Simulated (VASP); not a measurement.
# BN in VASP: further runs

The runs below take BN through single point, with r2SCAN, PBE, HSE06.

Program: VASP 6.6.1. These are calculated values, not measurements. Logs are shortened: lines on timing, memory, paths and dates and some standing lists are left out, and cuts for length are marked.

**1. The cell of the first run**

It takes space group P6_3/mmc (No. 194, hexagonal). Conventional cell: a = 2.601 Å, b = 2.601 Å, c = 7.170 Å, α = 90.00°, β = 90.00°, γ = 120.00°. Within 2.0 Å of B (site symmetry -6m2) lie 3 N at 1.50 Å. Within 2.0 Å of N (site symmetry -6m2) lie 3 B at 1.50 Å.

**2. Single point, r2SCAN (strain +4.0%)**

POSCAR

```
BN
1.0
    2.6011217309      0.0000000000      0.0000000000
   -1.3005608654      2.2526374973      0.0000000000
    0.0000000000      0.0000000000      7.1695546777
B N
2 2
Direct
    0.3333333333      0.6666666667      0.2500000000
    0.6666666667      0.3333333333      0.7500000000
    0.6666666667      0.3333333333      0.2500000000
    0.3333333333      0.6666666667      0.7500000000
```

INCAR.step1

```
ALGO     = Normal         # electronic algorithm
EDIFF    = 1E-4           # SCF threshold, eV
ENCUT    = 520            # plane-wave cutoff, eV
GGA      = PE             # functional
ISMEAR   = 0              # smearing method
LASPH    = True           # aspherical terms in the spheres
LCHARG   = False          # write CHGCAR
LREAL    = False          # projectors in reciprocal space
LWAVE    = True           # write WAVECAR
NBANDS   = 16             # bands
NELM     = 80             # most SCF steps
PREC     = Accurate       # precision mode
SIGMA    = 0.01           # smearing width, eV
```

INCAR.step2

```
ALGO     = Normal         # electronic algorithm
EDIFF    = 1E-6           # SCF threshold, eV
ENCUT    = 520            # plane-wave cutoff, eV
ISIF     = 2              # what is computed and relaxed
ISMEAR   = 0              # smearing method
ISTART   = 1            
LASPH    = True           # aspherical terms in the spheres
LCHARG   = False          # write CHGCAR
LMIXTAU  = True         
LREAL    = False          # projectors in reciprocal space
LWAVE    = False          # write WAVECAR
METAGGA  = R2SCAN         # meta-GGA
NBANDS   = 16             # bands
NELM     = 80             # most SCF steps
PREC     = Accurate       # precision mode
SIGMA    = 0.01           # smearing width, eV
```

KPOINTS

```
k-points
0
Gamma
  12 12 4
```

Potentials or basis: VASP PAW PBE potentials, release 64 (B, N).

The run is started by

```console
> cat potpaw_PBE.64/B/POTCAR potpaw_PBE.64/N/POTCAR > POTCAR
> cp INCAR.step1 INCAR
> mpirun -np 1 vasp_std > vasp.out
> cp INCAR.step2 INCAR
> mpirun -np 1 vasp_std > vasp.out
```

OUTCAR:

```text
EDIFF = 1E-6
   ENCUT = 520
   ISIF = 2
   ISMEAR = 0
   ISTART = 1
   LASPH = True
   LREAL = False
   METAGGA = R2SCAN
   NELM = 80
   PREC = Accurate

 ion  position               nearest neighbor table
   1  0.333  0.667  0.250-   3 1.50   3 1.50   3 1.50
   2  0.667  0.333  0.750-   4 1.50   4 1.50   4 1.50
   3  0.667  0.333  0.250-   1 1.50   1 1.50   1 1.50
   4  0.333  0.667  0.750-   2 1.50   2 1.50   2 1.50

  LATTYP: Found a hexagonal cell.
 ALAT       =     2.6011217309
 C/A-ratio  =     2.7563318520

  Lattice vectors:

 A1 = (   2.6011217309,   0.0000000000,   0.0000000000)
 A2 = (  -1.3005608654,   2.2526374973,   0.0000000000)
 A3 = (   0.0000000000,   0.0000000000,   7.1695546777)

Analysis of symmetry for initial positions (statically):
=====================================================================
 Subroutine PRICEL returns:
 Original cell was already a primitive cell.

 Routine SETGRP: Setting up the symmetry group for a
 hexagonal supercell.

 Subroutine GETGRP returns: Found 24 space group operations
 (whereof 12 operations were pure point group operations)
 out of a pool of 24 trial point group operations.

The static configuration has the point symmetry D_3d.
 The point group associated with its full space group is D_6h.

Analysis of symmetry for dynamics (positions and initial velocities):
=====================================================================
 Subroutine PRICEL returns:
 Original cell was already a primitive cell.

 Routine SETGRP: Setting up the symmetry group for a
 hexagonal supercell.

 Subroutine GETGRP returns: Found 24 space group operations
 (whereof 12 operations were pure point group operations)
 out of a pool of 24 trial point group operations.

The dynamic configuration has the point symmetry D_3d.
 The point group associated with its full space group is D_6h.

 Subroutine INISYM returns: Found 24 space group operations
 (whereof 12 operations are pure point group operations),
 and found     1 'primitive' translations

----------------------------------------------------------------------------------------

                                     Primitive cell

  volume of cell :      42.0092

  direct lattice vectors                    reciprocal lattice vectors
     2.601121731  0.000000000  0.000000000     0.384449520  0.221962034  0.000000000
    -1.300560865  2.252637497  0.000000000     0.000000000  0.443924067  0.000000000
     0.000000000  0.000000000  7.169554678     0.000000000  0.000000000  0.139478677

  length of vectors
     2.601121731  2.601121731  7.169554678     0.443924067  0.443924067  0.139478677

  position of ions in fractional coordinates (direct lattice)
     0.333333333  0.666666667  0.250000000
     0.666666667  0.333333333  0.750000000
     0.666666667  0.333333333  0.250000000
     0.333333333  0.666666667  0.750000000

  ion indices of the primitive-cell ions
   primitive index   ion index
                 1           1
                 2           2
                 3           3
                 4           4

----------------------------------------------------------------------------------------

 KPOINTS: k-points

Automatic generation of k-mesh.
 Grid dimensions read from file:
 generate k-points for:   12   12    4

 Generating k-lattice:

  Cartesian coordinates                     Fractional coordinates (reciprocal lattice)
     0.032037460  0.018496836  0.000000000     0.083333333  0.000000000  0.000000000
     0.000000000  0.036993672  0.000000000     0.000000000  0.083333333  0.000000000
     0.000000000  0.000000000  0.034869669     0.000000000  0.000000000  0.250000000

  Length of vectors
     0.036993672  0.036993672  0.034869669

  Shift w.r.t. Gamma in fractional coordinates (k-lattice)
     0.000000000  0.000000000  0.000000000

 Subroutine IBZKPT returns following result:
 ===========================================

 Found     57 irreducible k-points:

 Following reciprocal coordinates:
            Coordinates               Weight
  0.000000  0.000000  0.000000      1.000000
  0.083333  0.000000  0.000000      6.000000
  0.166667  0.000000  0.000000      6.000000
  0.250000  0.000000  0.000000      6.000000
  0.333333 -0.000000  0.000000      6.000000
  0.416667  0.000000  0.000000      6.000000
[... 16 lines left out ...]
  0.250000  0.000000  0.250000     12.000000
  0.333333 -0.000000  0.250000     12.000000
 [... further k-points ...]
   k-points           NKPTS =     57   k-points in BZ     NKDIM =     57   number of bands    NBANDS=     16
   number of dos      NEDOS =    301   number of ions     NIONS =      4
   total plane-waves  NPLWV =  21600
   dimension x,y,z NGX =    20 NGY =   20 NGZ =   54
   dimension x,y,z NGXF=    40 NGYF=   40 NGZF=  108
   ions per type =               2   2
   NGX,Y,Z   is equivalent  to a cutoff of  12.78, 12.78, 12.52 a.u.
   NGXF,Y,Z  is equivalent  to a cutoff of  25.57, 25.57, 25.04 a.u.
 SYSTEM =  unknown system
   PREC   = accura    normal or accurate (medium, high low for compatibility)
   ISTART =      1    job   : 0-new  1-cont  2-samecut
   ICHARG =      0    charge: 1-file 2-atom 10-const
   ISPIN  =      1    spin polarized calculation?
   LNONCOLLINEAR =      F non collinear calculations
   LSORBIT =      F    spin-orbit coupling
   LASPH  =      T    aspherical Exc in radial PAW
   ENCUT  =  520.0 eV  38.22 Ry    6.18 a.u.   4.84  4.84 13.33*2*pi/ulx,y,z
   NELM   =     80;   NELMIN=  2; NELMDL=  0     # of ELM steps
   EDIFF  = 0.1E-05   stopping-criterion for ELM
   LREAL  =      F    real-space projection
   EDIFFG = 0.1E-04   stopping-criterion for IOM
   NSW    =      0    number of steps for IOM
   IBRION =     -1    ionic relax: 0-MD 1-quasi-New 2-CG
   NFREE  =      0    steps in history (QN), initial steepest desc. (CG)
   ISIF   =      2    stress and relaxation
   ISYM   =      2    0-nonsym 1-usesym 2-fastsym
   POTIM  = 0.5000    time-step for ionic-motion
   TEBEG  =    0.0;   TEEND  =   0.0 temperature during run
   PSTRESS=    0.0 pullay stress
   NELECT =      16.0000    total number of electrons
   NUPDOWN=      -1.0000    fix difference up-down
   EMIN   =  10.00;   EMAX   =-10.00  energy-range for DOS
   EFERMI =   0.00;   METHOD = LEGACY
   ISMEAR =     0;   SIGMA  =   0.01  broadening in eV -4-tet -1-fermi 0-gaus
   EFERMI_NEDOS =   21; number of points for ismear=-14 and -15
   IALGO  =     38    algorithm
   IMIX   =      4    mixing-type and parameters
     AMIX     =   0.40;   BMIX     =  1.00
     AMIX_MAG =   1.60;   BMIX_MAG =  1.00
  volume/ion in A,a.u.               =      10.50        70.87
  Fermi-wavevector in a.u.,A,eV,Ry     =   1.186679  2.242499 19.159836  1.408208
  Thomas-Fermi vector in A             =   2.322847
   LORBIT       =      0    0 simple, 1 ext, 2 COOP (PROOUT), +10 PAW based schemes
   METAGGA = R2SCAN    functional components
   LHFCALC =     F    Hartree Fock is set to
   AEXX    =    0.0000 exact exchange contribution
   IVDW    =     0    specifies the selected vdW correction
   LEPSILON=     F    determine dielectric tensor
   LRPA    =     F    only Hartree local field effects (RPA)
 non-spin polarized calculation
 Gauss-broadening in eV      SIGMA  =   0.01
  energy-cutoff  :      520.00
  volume of cell :       42.01
 maximum number of plane-waves:      1158
 NGX is ok and might be reduce to    20
   NGX =  9   NGY =  9   NGZ = 27

 number of electron      15.9999999 magnetization

 Free energy of the ion-electron system (eV)
  ---------------------------------------------------
  ext. energy  EPLUGINS =         0.00000000
  ---------------------------------------------------
  free energy    TOTEN  =       -38.24571604 eV

  energy without entropy =      -38.24571604  energy(sigma->0) =      -38.24571604

 E-fermi :   1.0840     XC(G=0):  -9.9817

 val. band max:        0.9747562733   @ k =   0.3333   0.3333   0.5000
 cond. band min:       5.7336508773   @ k =   0.5000   0.0000   0.0000
 fundamental gap:      4.7588946040
 Fermi energy:         1.0839848495

 k-point     1 :       0.0000    0.0000    0.0000
  band No.  band energies     occupation
      1     -17.0777      2.00000
      2     -16.9131      2.00000
      3      -4.5567      2.00000
      4      -3.0001      2.00000
      5      -0.4878      2.00000
      6      -0.4878      2.00000
[... 8 lines left out ...]
     15      12.4370      0.00000
     16      13.8125      0.00000

 k-point     2 :       0.0833    0.0000    0.0000
  band No.  band energies     occupation
      1     -16.9488      2.00000
      2     -16.7868      2.00000
      3      -4.3806      2.00000
      4      -2.8396      2.00000
      5      -1.0505      2.00000
      6      -1.0350      2.00000
[... 8 lines left out ...]
     15      12.9932      0.00000
     16      13.3539      0.00000

 k-point     3 :       0.1667    0.0000    0.0000
  band No.  band energies     occupation
      1     -16.5701      2.00000
      2     -16.4161      2.00000
      3      -3.8598      2.00000
      4      -2.4595      2.00000
      5      -2.4406      2.00000
      6      -2.3682      2.00000
[... 8 lines left out ...]
     15      14.4345      0.00000
     16      14.5094      0.00000

 k-point     4 :       0.2500    0.0000    0.0000
  band No.  band energies     occupation
      1     -15.9720      2.00000
      2     -15.8326      2.00000
      3      -4.2192      2.00000
      4      -4.1874      2.00000
      5      -3.0217      2.00000
      6      -2.0014      2.00000
[... 8 lines left out ...]
     15      15.5904      0.00000
     16      16.5816      0.00000

 k-point     5 :       0.3333   -0.0000    0.0000
  band No.  band energies     occupation
      1     -15.2281      2.00000
      2     -15.1121      2.00000
      3      -5.9409      2.00000
      4      -5.8959      2.00000
      5      -2.5933      2.00000
      6      -2.5560      2.00000
[... 8 lines left out ...]
     15      16.2153      0.00000
     16      18.9655      0.00000

 k-point     6 :       0.4167    0.0000    0.0000
  band No.  band energies     occupation
      1     -14.5129      2.00000
      2     -14.4342      2.00000
      3      -7.2806      2.00000
      4      -7.2302      2.00000
      5      -2.9827      2.00000
      6      -2.9437      2.00000
[... 8 lines left out ...]
     15      15.7898      0.00000
     16      19.1792      0.00000
[... 267 lines left out ...]
 k-point    21 :       0.0833    0.0000    0.2500
  band No.  band energies     occupation
      1     -16.9258      2.00000
      2     -16.8112      2.00000
      3      -4.1895      2.00000
      4      -3.1112      2.00000
      5      -1.0468      2.00000
      6      -1.0350      2.00000
[... 8 lines left out ...]
     15      12.9816      0.00000
     16      13.2642      0.00000

 k-point    22 :       0.1667    0.0000    0.2500
  band No.  band energies     occupation
      1     -16.5482      2.00000
      2     -16.4394      2.00000
      3      -3.6771      2.00000
      4      -2.6616      2.00000
      5      -2.4492      2.00000
      6      -2.4097      2.00000
[... 8 lines left out ...]
     15      14.4452      0.00000
     16      14.4982      0.00000

 k-point    23 :       0.2500    0.0000    0.2500
  band No.  band energies     occupation
      1     -15.9521      2.00000
      2     -15.8536      2.00000
      3      -4.2189      2.00000
      4      -4.1954      2.00000
      5      -2.8385      2.00000
      6      -1.9964      2.00000
[... 8 lines left out ...]
     15      16.5251      0.00000
     16      16.5922      0.00000

 k-point    24 :       0.3333   -0.0000    0.2500
  band No.  band energies     occupation
      1     -15.2114      2.00000
      2     -15.1295      2.00000
      3      -5.9359      2.00000
      4      -5.9039      2.00000
      5      -2.5878      2.00000
      6      -2.5615      2.00000
[... 8 lines left out ...]
     15      17.1661      0.00000
     16      18.8631      0.00000

 [... further k-points ...]
[... 5 lines left out ...]
  --------------------------------------------------------------------------------------
  -------------------------------------------------------------------------------------
  Total       -8.8034254     -8.8034254     -0.2263985     -0.0000000     -0.0000000      0.0000000
  in kB     -335.7516078   -335.7516078     -8.6345554     -0.0000000     -0.0000000      0.0000000
  external PRESSURE =    -226.7125903 kB  Pullay stress =       0.0000000 kB

 VOLUME and BASIS-vectors are now :
 -----------------------------------------------------------------------------
  energy-cutoff  :      520.00
  volume of cell :       42.01
      direct lattice vectors                 reciprocal lattice vectors
     2.601121731  0.000000000  0.000000000     0.384449520  0.221962034  0.000000000
    -1.300560865  2.252637497  0.000000000     0.000000000  0.443924067  0.000000000
     0.000000000  0.000000000  7.169554678     0.000000000  0.000000000  0.139478677

 POSITION                                       TOTAL-FORCE (eV/Angst)
 -----------------------------------------------------------------------------------
     -0.00000      1.50176      1.79239         0.000000     -0.000000      0.000000
      1.30056      0.75088      5.37717        -0.000000      0.000000      0.000000
      1.30056      0.75088      1.79239        -0.000000      0.000000      0.000000
     -0.00000      1.50176      5.37717        -0.000000     -0.000000      0.000000
 -----------------------------------------------------------------------------------
    total drift:                               -0.000000      0.000000      0.000000

  FREE ENERGIE OF THE ION-ELECTRON SYSTEM (eV)
  ---------------------------------------------------
  free  energy   TOTEN  =       -38.2457160450 eV

  energy  without entropy=      -38.2457160450  energy(sigma->0) =      -38.24571604
```

It took 72 s on 1 thread of AMD EPYC 9R45 (Zen 5), shared host; peak memory 0.14 GiB.

Results:

```
Free energy            : -38.2457 eV
Pressure               : -22.7 GPa
Band gap on the k mesh : 4.76 eV, indirect (least direct gap 5.05 eV)
```

Stress tensor (GPa, compression positive):
```
-33.58   0.00   0.00
  0.00 -33.58   0.00
  0.00   0.00  -0.86
```

Caveat: the cell differs from its parent crystal (strain +4.0%); the PAW data sets were made with another functional, which shifts forces and pressure a little. A k mesh can miss the band edges.

**3. Single point, PBE (strain +4.0%)**

INCAR

```
SYSTEM = BN
ALGO = Normal
EDIFF = 1E-6
ENCUT = 520
GGA = PE
ISIF = 2
ISMEAR = -1
LASPH = .True.
LCHARG = .False.
LREAL = .False.
LWAVE = .False.
NBANDS = 16
NELM = 100
PREC = Accurate
SIGMA = 0.02
```

KPOINTS

```
k-points
0
Gamma
  12 12 4
  0 0 0
```

POSCAR is that of step 2.

Potentials or basis: VASP PAW PBE potentials, release 64 (B, N).

The run is started by

```console
> cat potpaw_PBE.64/B/POTCAR potpaw_PBE.64/N/POTCAR > POTCAR
> mpirun -np 1 vasp_std > vasp.out
```

OUTCAR:

```text
SYSTEM = BN
   EDIFF = 1E-6
   ENCUT = 520
   GGA = PE
   ISIF = 2
   ISMEAR = -1
   LASPH = .True.
   LREAL = .False.
   NELM = 100
   PREC = Accurate

 ion  position               nearest neighbor table
   1  0.333  0.667  0.250-   3 1.50   3 1.50   3 1.50
   2  0.667  0.333  0.750-   4 1.50   4 1.50   4 1.50
   3  0.667  0.333  0.250-   1 1.50   1 1.50   1 1.50
   4  0.333  0.667  0.750-   2 1.50   2 1.50   2 1.50

  LATTYP: Found a hexagonal cell.
 ALAT       =     2.6011217309
 C/A-ratio  =     2.7563318520
[... 655 lines left out ...]
  Direction    XX          YY          ZZ          XY          YZ          ZX
  --------------------------------------------------------------------------------------
  -------------------------------------------------------------------------------------
  Total       -7.6823503     -7.6823503      0.2379650     -0.0000000      0.0000000      0.0000000
  in kB     -292.9952087   -292.9952087      9.0756878     -0.0000000      0.0000000      0.0000000
  external PRESSURE =    -192.3049099 kB  Pullay stress =       0.0000000 kB

 VOLUME and BASIS-vectors are now :
 -----------------------------------------------------------------------------
  energy-cutoff  :      520.00
  volume of cell :       42.01
      direct lattice vectors                 reciprocal lattice vectors
     2.601121731  0.000000000  0.000000000     0.384449520  0.221962034  0.000000000
    -1.300560865  2.252637497  0.000000000     0.000000000  0.443924067  0.000000000
     0.000000000  0.000000000  7.169554678     0.000000000  0.000000000  0.139478677

 POSITION                                       TOTAL-FORCE (eV/Angst)
 -----------------------------------------------------------------------------------
     -0.00000      1.50176      1.79239        -0.000000      0.000000      0.000000
      1.30056      0.75088      5.37717         0.000000     -0.000000      0.000000
      1.30056      0.75088      1.79239         0.000000      0.000000      0.000000
     -0.00000      1.50176      5.37717         0.000000     -0.000000      0.000000
 -----------------------------------------------------------------------------------
    total drift:                               -0.000000      0.000000      0.000000

  FREE ENERGIE OF THE ION-ELECTRON SYSTEM (eV)
  ---------------------------------------------------
  free  energy   TOTEN  =       -34.9192339200 eV

  energy  without entropy=      -34.9192339200  energy(sigma->0) =      -34.91923392
```

stdout:

```text
POSCAR found type information on POSCAR B N
 POSCAR found :  2 types and       4 ions
 scaLAPACK will be used
 LDA part: xc-table for (Slater+PW92), standard interpolation
 POSCAR, INCAR and KPOINTS ok, starting setup
 FFT: planning ... GRIDC
 FFT: planning ... GRID_SOFT
 FFT: planning ... GRID
 WAVECAR not read
 entering main loop
```

It took 30 s on 1 thread of Intel Xeon Platinum 8259CL at 2.50GHz (Skylake/Cascade Lake), shared host; peak memory 0.17 GiB.

What came out:

```
Free energy            : -34.9192 eV
Pressure               : -19.2 GPa
Band gap on the k mesh : 4.18 eV, indirect (least direct gap 4.37 eV)
```

Caveat: the cell differs from its parent crystal (strain +4.0%); this functional lacks dispersion, which binds the layers, so the pressure and a relaxed spacing across them are unreliable. A k mesh can miss the band edges.

[end of part 1 of 2]
